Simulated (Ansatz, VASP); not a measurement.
One calculation of Cs2AgBiBr6, two programs

```
CELL_PARAMETERS angstrom
0.00000 5.72897 5.72897
5.72897 0.00000 5.72897
5.72897 5.72897 0.00000
ATOMIC_POSITIONS crystal
Cs 0.25000 0.25000 0.25000
Cs 0.75000 0.75000 0.75000
Ag 0.50000 0.50000 0.50000
Bi 0.00000 0.00000 0.00000
Br 0.25182 0.74818 0.25182
Br 0.25182 0.74818 0.74818
Br 0.74818 0.25182 0.74818
Br 0.74818 0.25182 0.25182
Br 0.25182 0.25182 0.74818
Br 0.74818 0.74818 0.25182
```

Alike in both runs: task single point; functional r2SCAN; k mesh 4 × 4 × 4; no spin polarisation.

|  | VASP | Ansatz |
| --- | --- | --- |
| version | VASP 6.6.1 | Ansatz 0.2.0 |
| potentials or method | VASP PAW PBE potentials, release 64 (Cs_sv, Ag, Bi_d, Br) | plane waves, PAW |
| plane-wave cutoff (eV) | 520 | 500 |
| occupations | gaussian, width 0.01 eV | fixed |
| valence electrons in the cell | 86 | 94 |

```tsv
	VASP	Ansatz	Ansatz less VASP
gap on the k mesh at the Fermi level (eV)	1.69	1.70	+0.017
pressure (GPa)	-0.8	-0.8	0.00
rms of the force components (eV/Å)	0.035	0.038	+0.0030
```

VASP's potentials were made for PBE, not for r2SCAN. Atom by atom the forces differ by 0.003 eV/Å (rms over components). VASP's potentials hold 86 valence electrons a cell and Ansatz's 94, so a difference there can come from the potentials and not from the codes.

Spin-orbit coupling is off throughout.
